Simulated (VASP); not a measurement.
# Ta (R-3m) in VASP: single point with PBEsol

Aim: the single point of Ta with PBEsol.

All numbers are computed with VASP 6.6.1; they aren't measurements. Logs are shortened: lines on timing, memory, paths and dates and some standing lists are left out, and cuts for length are marked.

## (1) The cell of the first run

Symmetry: R-3m, No. 166, trigonal system. The conventional cell has a = 2.969 Å, b = 2.969 Å, c = 7.168 Å, α = 90.00°, β = 90.00°, γ = 120.00°. Ta (site symmetry -3m) has 12 Ta at 2.94 to 2.97 Å within 3.9 Å.

## (2) Single point, PBEsol

The input, INCAR:

```
PREC     = Accurate       # precision mode
ENCUT    = 520            # plane-wave cutoff, eV
EDIFF    = 1E-7           # SCF threshold, eV
ISMEAR   = 0              # smearing method
SIGMA    = 0.1            # smearing width, eV
LREAL    = False          # projectors in reciprocal space
LASPH    = True           # aspherical terms in the spheres
NELM     = 80             # most SCF steps
ALGO     = Normal         # electronic algorithm
ISIF     = 2              # what is computed and relaxed
LWAVE    = False          # write WAVECAR
LCHARG   = False          # write CHGCAR
GGA      = PS             # functional
NBANDS   = 18             # bands
```

The input, KPOINTS:

```
regular mesh
0
Gamma
  6 6 6
```

The input, POSCAR:

```
Ta
1.0
    1.4846163631      0.8571436568      4.7788414467
   -1.4846163631      0.8571436568      4.7788414467
    0.0000000000     -1.7142873137      4.7788414467
Ta
2
Direct
    0.2500008003      0.2500008003      0.2500008003
    0.7499991997      0.7499991997      0.7499991997
```

Potentials or basis: VASP PAW PBE potentials, release 64 (Ta_pv).

Command:

```
> cat potpaw_PBE.64/Ta_pv/POTCAR > POTCAR
> mpirun -np 1 vasp_std > vasp.out
```

OUTCAR:

```text
PREC = Accurate
   ENCUT = 520
   EDIFF = 1E-7
   ISMEAR = 0
   LREAL = False
   LASPH = True
   NELM = 80
   ISIF = 2
   GGA = PS

 ion  position               nearest neighbor table
   1  0.250  0.250  0.250-   2 2.94   2 2.94   2 2.94   2 2.94   2 2.94   2 2.94
   2  0.750  0.750  0.750-   1 2.94   1 2.94   1 2.94   1 2.94   1 2.94   1 2.94

  LATTYP: Found a trigonal (rhomboedric) cell.
 ALAT       =     5.0770174873
 COS(alpha) =     0.8289822600

  Lattice vectors:

 A1 = (   1.4846163631,   0.8571436568,   4.7788414467)
 A2 = (  -1.4846163631,   0.8571436568,   4.7788414467)
 A3 = (   0.0000000000,  -1.7142873137,   4.7788414467)

Analysis of symmetry for initial positions (statically):
=====================================================================
 Subroutine PRICEL returns following result:

  LATTYP: Found a base centered monoclinic cell.
 ALAT       =     5.0770606861
 B/A-ratio  =     0.5848330185
 C/A-ratio  =     0.5792226742
 COS(beta)  =    -0.5679623334

  Lattice vectors:

 A1 = (   0.0000000000,   1.7142873136,   2.3894436704)
 A2 = (   1.4846163631,  -0.8571436569,   2.3894436704)
 A3 = (   1.4846163631,   0.8571436568,  -2.3893977763)

   2 primitive cells build up your supercell.

 Routine SETGRP: Setting up the symmetry group for a
 trigonal (rhombohedral) supercell.

 Subroutine GETGRP returns: Found 12 space group operations
 (whereof 12 operations were pure point group operations)
 out of a pool of 12 trial point group operations.

The static configuration has the point symmetry D_3d.

Analysis of symmetry for dynamics (positions and initial velocities):
=====================================================================
 Subroutine PRICEL returns following result:

  LATTYP: Found a base centered monoclinic cell.
 ALAT       =     5.0770606861
 B/A-ratio  =     0.5848330185
 C/A-ratio  =     0.5792226742
 COS(beta)  =    -0.5679623334

  Lattice vectors:

 A1 = (   0.0000000000,   1.7142873136,   2.3894436704)
 A2 = (   1.4846163631,  -0.8571436569,   2.3894436704)
 A3 = (   1.4846163631,   0.8571436568,  -2.3893977763)

   2 primitive cells build up your supercell.

 Routine SETGRP: Setting up the symmetry group for a
 trigonal (rhombohedral) supercell.

 Subroutine GETGRP returns: Found 12 space group operations
 (whereof 12 operations were pure point group operations)
 out of a pool of 12 trial point group operations.

The dynamic configuration has the point symmetry D_3d.

 Subroutine INISYM returns: Found 12 space group operations
 (whereof 12 operations are pure point group operations),
 and found     2 'primitive' translations

----------------------------------------------------------------------------------------

                                     Primitive cell

  volume of cell :      18.2437

  direct lattice vectors                    reciprocal lattice vectors
     0.000000000  1.714287314  2.389443670    -0.000002156  0.388887281  0.139503380
     1.484616363 -0.857143657  2.389443670     0.336785187 -0.194445508  0.139503380
     1.484616363  0.857143657 -2.389397776     0.336789499  0.194445508 -0.139503380

  length of vectors
     2.940785957  2.940785958  2.940748668     0.413151922  0.413151922  0.413155437

  position of ions in fractional coordinates (direct lattice)
     0.500000000  0.500000000  0.500000000

  ion indices of the primitive-cell ions
   primitive index   ion index
                 1           1

----------------------------------------------------------------------------------------

 KPOINTS: regular mesh

Automatic generation of k-mesh.
 Grid dimensions read from file:
 generate k-points for:    6    6    6

 Generating k-lattice:

  Cartesian coordinates                     Fractional coordinates (reciprocal lattice)
     0.056131224  0.032407377  0.011625319     0.166666667  0.000000000  0.000000000
    -0.056131224  0.032407377  0.011625319     0.000000000  0.166666667  0.000000000
     0.000000000 -0.064814754  0.011625319     0.000000000  0.000000000  0.166666667

  Length of vectors
     0.065849073  0.065849073  0.065849073

  Shift w.r.t. Gamma in fractional coordinates (k-lattice)
     0.000000000  0.000000000  0.000000000

 Subroutine IBZKPT returns following result:
 ===========================================

 Found     32 irreducible k-points:

 Following reciprocal coordinates:
            Coordinates               Weight
  0.000000  0.000000  0.000000      1.000000
  0.166667  0.000000  0.000000      6.000000
  0.333333  0.000000  0.000000      6.000000
  0.500000  0.000000  0.000000      3.000000
  0.166667  0.166667  0.000000      6.000000
  0.333333  0.166667  0.000000     12.000000
[... 16 lines left out ...]
  0.500000  0.500000  0.166667      6.000000
 -0.333333  0.500000  0.166667     12.000000
 [... further k-points ...]
   k-points           NKPTS =     32   k-points in BZ     NKDIM =     32   number of bands    NBANDS=     18
   number of dos      NEDOS =    301   number of ions     NIONS =      2
   total plane-waves  NPLWV =  64000
   dimension x,y,z NGX =    40 NGY =   40 NGZ =   40
   dimension x,y,z NGXF=    80 NGYF=   80 NGZF=   80
   ions per type =               2
   NGX,Y,Z   is equivalent  to a cutoff of  13.10, 13.10, 13.10 a.u.
   NGXF,Y,Z  is equivalent  to a cutoff of  26.20, 26.20, 26.20 a.u.
 SYSTEM =  unknown system
   PREC   = accura    normal or accurate (medium, high low for compatibility)
   ISTART =      0    job   : 0-new  1-cont  2-samecut
   ICHARG =      2    charge: 1-file 2-atom 10-const
   ISPIN  =      1    spin polarized calculation?
   LNONCOLLINEAR =      F non collinear calculations
   LSORBIT =      F    spin-orbit coupling
   LASPH  =      T    aspherical Exc in radial PAW
   ENCUT  =  520.0 eV  38.22 Ry    6.18 a.u.   9.44  9.44  9.44*2*pi/ulx,y,z
   NELM   =     80;   NELMIN=  2; NELMDL= -5     # of ELM steps
   EDIFF  = 0.1E-06   stopping-criterion for ELM
   LREAL  =      F    real-space projection
   EDIFFG = 0.1E-05   stopping-criterion for IOM
   NSW    =      0    number of steps for IOM
   IBRION =     -1    ionic relax: 0-MD 1-quasi-New 2-CG
   NFREE  =      0    steps in history (QN), initial steepest desc. (CG)
   ISIF   =      2    stress and relaxation
   ISYM   =      2    0-nonsym 1-usesym 2-fastsym
   POTIM  = 0.5000    time-step for ionic-motion
   TEBEG  =    0.0;   TEEND  =   0.0 temperature during run
   PSTRESS=    0.0 pullay stress
   NELECT =      22.0000    total number of electrons
   NUPDOWN=      -1.0000    fix difference up-down
   EMIN   =  10.00;   EMAX   =-10.00  energy-range for DOS
   EFERMI =   0.00;   METHOD = LEGACY
   ISMEAR =     0;   SIGMA  =   0.10  broadening in eV -4-tet -1-fermi 0-gaus
   EFERMI_NEDOS =   21; number of points for ismear=-14 and -15
   IALGO  =     38    algorithm
   IMIX   =      4    mixing-type and parameters
     AMIX     =   0.40;   BMIX     =  1.00
     AMIX_MAG =   1.60;   BMIX_MAG =  1.00
  volume/ion in A,a.u.               =      18.24       123.11
  Fermi-wavevector in a.u.,A,eV,Ry     =   1.383041  2.613569 26.025268  1.912803
  Thomas-Fermi vector in A             =   2.507676
   LORBIT       =      0    0 simple, 1 ext, 2 COOP (PROOUT), +10 PAW based schemes
   GGA     = PS    functional components
   LHFCALC =     F    Hartree Fock is set to
   AEXX    =    0.0000 exact exchange contribution
   IVDW    =     0    specifies the selected vdW correction
   LEPSILON=     F    determine dielectric tensor
   LRPA    =     F    only Hartree local field effects (RPA)
 non-spin polarized calculation
 Gauss-broadening in eV      SIGMA  =   0.10
  energy-cutoff  :      520.00
  volume of cell :       36.49
 maximum number of plane-waves:      1008
 NGX is ok and might be reduce to    40
   NGX = 19   NGY = 19   NGZ = 19

 number of electron      21.9999999 magnetization

 Free energy of the ion-electron system (eV)
  ---------------------------------------------------
  ext. energy  EPLUGINS =         0.00000000
  ---------------------------------------------------
  free energy    TOTEN  =       -24.60212988 eV

  energy without entropy =      -24.59172874  energy(sigma->0) =      -24.59692931

 E-fermi :   5.6414     XC(G=0): -12.6664

 val. band max:        5.6282024321   @ k =  -0.3333   0.1667   0.1667
 cond. band min:       5.6607306470   @ k =   0.5000   0.5000   0.0000
 fundamental gap:      0.0325282149
 Fermi energy:         5.6414405504

 k-point     1 :       0.0000    0.0000    0.0000
  band No.  band energies     occupation
      1     -29.0240      2.00000
      2     -28.0533      2.00000
      3     -28.0533      2.00000
      4     -27.8919      2.00000
      5     -27.8919      2.00000
      6     -27.8635      2.00000
[... 10 lines left out ...]
     17      11.6297      0.00000
     18      11.6297      0.00000

 k-point     2 :       0.1667    0.0000    0.0000
  band No.  band energies     occupation
      1     -28.9207      2.00000
      2     -28.2516      2.00000
      3     -28.1238      2.00000
      4     -28.0920      2.00000
      5     -27.9525      2.00000
      6     -27.9150      2.00000
[... 10 lines left out ...]
     17      10.9989      0.00000
     18      13.0042      0.00000

 k-point     3 :       0.3333    0.0000    0.0000
  band No.  band energies     occupation
      1     -28.6568      2.00000
      2     -28.6283      2.00000
      3     -28.5674      2.00000
      4     -28.1600      2.00000
      5     -28.0799      2.00000
      6     -28.0748      2.00000
[... 10 lines left out ...]
     17      10.6512      0.00000
     18      12.7886      0.00000

 k-point     4 :       0.5000    0.0000    0.0000
  band No.  band energies     occupation
      1     -28.7945      2.00000
      2     -28.7945      2.00000
      3     -28.3390      2.00000
      4     -28.3390      2.00000
      5     -28.1681      2.00000
      6     -28.1681      2.00000
[... 375 lines left out ...]
      4     -28.2998      2.00000
      5     -28.2402      2.00000
      6     -28.0231      2.00000
[... 10 lines left out ...]
     17      12.5894      0.00000
     18      14.9532      0.00000

 k-point    23 :       0.5000    0.5000    0.1667
  band No.  band energies     occupation
      1     -28.8059      2.00000
      2     -28.8023      2.00000
      3     -28.2378      2.00000
      4     -28.2351      2.00000
      5     -28.0652      2.00000
      6     -27.9998      2.00000
[... 10 lines left out ...]
     17      11.4729      0.00000
     18      11.5823      0.00000

 k-point    24 :      -0.3333    0.5000    0.1667
  band No.  band energies     occupation
      1     -28.8942      2.00000
      2     -28.8295      2.00000
      3     -28.3700      2.00000
      4     -28.2097      2.00000
      5     -28.2004      2.00000
      6     -28.0854      2.00000
[... 10 lines left out ...]
     17      12.2528      0.00000
     18      12.9105      0.00000

 [... further k-points ...]

------------------------ aborting loop because EDIFF is reached ----------------------------------------

  FORCE on cell =-STRESS in cart. coord.  units (eV):
  Direction    XX          YY          ZZ          XY          YZ          ZX
  --------------------------------------------------------------------------------------
  -------------------------------------------------------------------------------------
  Total        0.0171349      0.0171349      0.0431911      0.0000000     -0.0000000      0.0000000
  in kB        0.7524026      0.7524026      1.8965456      0.0000000     -0.0000000      0.0000000
  external PRESSURE =       1.1337836 kB  Pullay stress =       0.0000000 kB

 VOLUME and BASIS-vectors are now :
 -----------------------------------------------------------------------------
  energy-cutoff  :      520.00
  volume of cell :       36.49
      direct lattice vectors                 reciprocal lattice vectors
     1.484616363  0.857143657  4.778841447     0.336787343  0.194444263  0.069751913
    -1.484616363  0.857143657  4.778841447    -0.336787343  0.194444263  0.069751913
     0.000000000 -1.714287314  4.778841447     0.000000000 -0.388888526  0.069751913

 POSITION                                       TOTAL-FORCE (eV/Angst)
 -----------------------------------------------------------------------------------
      0.00000     -0.00000      3.58414         0.000000      0.000000      0.000000
      0.00000     -0.00000     10.75238         0.000000      0.000000      0.000000
 -----------------------------------------------------------------------------------
    total drift:                                0.000000      0.000000     -0.000000

  FREE ENERGIE OF THE ION-ELECTRON SYSTEM (eV)
  ---------------------------------------------------
  free  energy   TOTEN  =       -24.6021298830 eV

  energy  without entropy=      -24.5917287414  energy(sigma->0) =      -24.59692931
```

Wall time 79 s (1 thread of Intel Xeon Platinum 8259CL at 2.50GHz (Skylake/Cascade Lake), shared host); peak memory 0.23 GiB.

Results:

| Quantity | Value |
| --- | --- |
| Free energy | -24.6021 eV |
| Pressure | 0.1 GPa |
| Band gap on the k mesh | zero (band 11 reaches 6.42 eV, above the bottom of band 12 at 4.85 eV) |

Caveat: the k points lie up to 0.41 Å⁻¹ apart; the PAW data sets were made with another functional, which shifts forces and pressure a little; spin-orbit coupling is left out, which moves the levels of the heavy elements.
